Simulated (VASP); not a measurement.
# Ir2Ru3: single point with PBE

Ir2Ru3:

```
CELL_PARAMETERS angstrom
2.73558 0.00000 0.00000
-1.36779 2.36908 0.00000
0.00000 0.00000 21.69182
ATOMIC_POSITIONS crystal
Ru 0.33333 0.66667 0.04829
Ru 0.33333 0.66667 0.25000
Ru 0.33333 0.66667 0.45171
Ru 0.66667 0.33333 0.54829
Ru 0.66667 0.33333 0.75000
Ru 0.66667 0.33333 0.95171
Ir 0.33333 0.66667 0.64957
Ir 0.33333 0.66667 0.85043
Ir 0.66667 0.33333 0.14957
Ir 0.66667 0.33333 0.35043
```

```
Program             : VASP 6.6.1
Task                : single point
Functional          : PBE
Potentials or basis : VASP PAW PBE potentials, release 64 (Ru_pv, Ir)
Cutoff              : 520 eV
k mesh              : 18 × 18 × 2
Occupations         : gaussian, width 0.1 eV
Spin                : no spin polarisation
```

| Quantity | Value |
| --- | --- |
| Pressure | 0.1 GPa |
| Largest force | 0.011 eV/Å |
| Band gap on the k mesh | zero (bands 60 and 61 overlap by 2.52 eV) |

Forces in eV/Å, atoms in the order of the input:
```
Ru   0.000  0.000 -0.011
Ru   0.000  0.000  0.000
Ru   0.000  0.000  0.011
Ru   0.000  0.000 -0.011
Ru   0.000  0.000  0.000
Ru   0.000  0.000  0.011
Ir   0.000  0.000 -0.001
Ir   0.000  0.000  0.001
Ir   0.000  0.000 -0.001
Ir   0.000  0.000  0.001
```

Levels at points of the mesh, in eV from the Fermi level:
| k point | band 55 | band 56 | band 57 | band 58 | band 59 | band 60 | band 61 | band 62 |
| --- | --- | --- | --- | --- | --- | --- | --- | --- |
| (0.00, 0.00, 0.00) | -2.29 | -1.91 | -1.91 | -1.40 | -1.40 | -1.29 | -1.29 | -1.04 |
| (0.50, 0.00, 0.00) | 0.67 | 0.69 | 0.88 | 1.00 | 1.01 | 1.02 | 1.08 | 1.29 |
| (0.00, 0.00, 0.50) | -1.92 | -1.92 | -1.74 | -1.74 | -1.74 | -1.74 | -0.87 | -0.87 |
| (0.50, 0.00, 0.50) | 0.64 | 0.64 | 0.86 | 0.86 | 1.00 | 1.00 | 1.27 | 1.27 |

Wall time 15 min on 1 thread of Intel(R) Xeon(R) 6975P-C (Granite Rapids), on a shared host, peak memory 0.63 GiB.

Caveat: spin-orbit coupling is left out, which moves the levels of the heavy elements.
